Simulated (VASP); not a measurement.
Here is a VASP 6.6.1 calculation.

The input INCAR:

```
PREC = Accurate
ENCUT = 500
EDIFF = 1E-6
ISMEAR = 1
SIGMA = 0.1
LREAL = F
LASPH = T
NELM = 120
ALGO = Normal
ISIF = 2
LWAVE = F
LCHARG = F
GGA = PE
NBANDS = 21
GGA_COMPAT = F
```

File KPOINTS:

```
regular mesh
0
Gamma
  23 23 13
```

Contents of POSCAR:

```
Ru
1.0
    2.7208297657      0.0000000000      0.0000000000
   -1.3604148829      2.3563076965      0.0000000000
    0.0000000000      0.0000000000      4.2928409238
Ru
2
Direct
    0.0000000000      0.0000000000      0.0000000000
    0.3333333333      0.6666666667      0.5000000000
```

Potentials or basis: VASP PAW PBE potentials, release 64 (Ru_pv).

Launch:

```sh
$ cat potpaw_PBE.64/Ru_pv/POTCAR > POTCAR
$ mpirun -np 1 vasp_std > vasp.out
```

Estimate the band gap on the k mesh.

zero (band 14 reaches 14.14 eV, above the bottom of band 15 at 11.05 eV).

What does it give for the pressure?

0.0 GPa.
